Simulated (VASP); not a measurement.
# WSe2: single point with PBE+D3(BJ)

Slab: WSe2, a slab with vacuum.

```xyz
6
Lattice="3.2855 0.0000 0.0000 -1.6427 2.8453 0.0000 0.0000 0.0000 24.2386" Properties=species:S:1:pos:R:3 pbc="T T T"
Se    0.0000    1.8969    4.5000
Se    0.0000    1.8969    7.8693
Se    0.8214    2.3711   11.3793
Se    0.8214    2.3711   14.7486
W     1.6427    0.9484    6.1847
W    -0.8214    3.3195   13.0640
```

```
Program                : VASP 6.6.1
Task                   : single point
Functional             : PBE
Dispersion             : D3(BJ)
Potentials or basis    : VASP PAW PBE potentials, release 64 (Se, W_sv)
Cutoff                 : 520 eV
k mesh                 : 9 × 9 × 1
Occupations            : gaussian, width 0.05 eV
Spin                   : no spin polarisation
Dipole correction      : yes
Further INCAR settings : ALGO = Normal; EDIFF = 1e-06; NBANDS = 35
```

| Item | Value |
| --- | --- |
| Largest force | 0.061 eV/Å |
| Band gap on the k mesh | 1.54 eV, indirect (least direct gap 1.66 eV) |
| Dispersion energy per atom | -0.387 eV |

Forces in eV/Å, atoms in the order of the input:
```
Se   0.000  0.000 -0.040
Se  -0.026 -0.015  0.053
Se   0.026  0.015 -0.053
Se   0.000  0.000  0.040
W   -0.010 -0.006  0.025
W    0.010  0.006 -0.025
```

Levels at points of the mesh, in eV from the valence-band top:
| k point | band 23 | band 24 | band 25 | band 26 | band 27 | band 28 | band 29 | band 30 |
| --- | --- | --- | --- | --- | --- | --- | --- | --- |
| (0.00, 0.00, 0.00) | -1.18 | -1.17 | -0.60 | -0.08 | 2.97 | 2.97 | 2.98 | 2.98 |

It took 2.6 min on 1 thread of Intel(R) Xeon(R) 6975P-C (Granite Rapids), with other jobs on the host, peak memory 0.4 GiB.

Caveat: spin-orbit coupling is left out, which moves the levels of the heavy elements.
